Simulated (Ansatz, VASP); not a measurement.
## Os: VASP beside Ansatz

```xyz
1
Lattice="0.0000 1.9450 1.9256 1.9450 0.0000 1.9256 1.9450 1.9450 0.0000" Properties=species:S:1:pos:R:3 pbc="T T T"
Os    0.0000    0.0000    0.0000
```

Change from the starting cell: zz strain of -1 %, crystal datasets.

Alike in both runs: task electric field gradients; functional PBEsol; k mesh 14 × 14 × 14; occupations fermi-dirac, width 0.03 eV; no spin polarisation.

|  | VASP | Ansatz |
| --- | --- | --- |
| version | VASP 6.6.1 | Ansatz 0.2.0 |
| potentials or method | VASP PAW PBE potentials, release 64 (Os), cutoff 520 eV | all-electron PAW with datasets made for the crystal, scalar-relativistic |

Ansatz gave:

- pressure (GPa): -16.6
- traceless stress, the component that is largest in VASP (GPa): 1.68
- size of Vzz on the site where it differs most (V/Å²): 0.9

Question: Which values does VASP return?

Answer: Pressure (GPa): -16.5; traceless stress, the component that is largest in VASP (GPa): 1.68; size of Vzz on the site where it differs most (V/Å²): 0.9.

VASP's potentials were made for PBE, not for PBEsol. Ansatz ran all-electron here, and VASP with PAW potentials.

Neither program's run includes spin-orbit coupling.
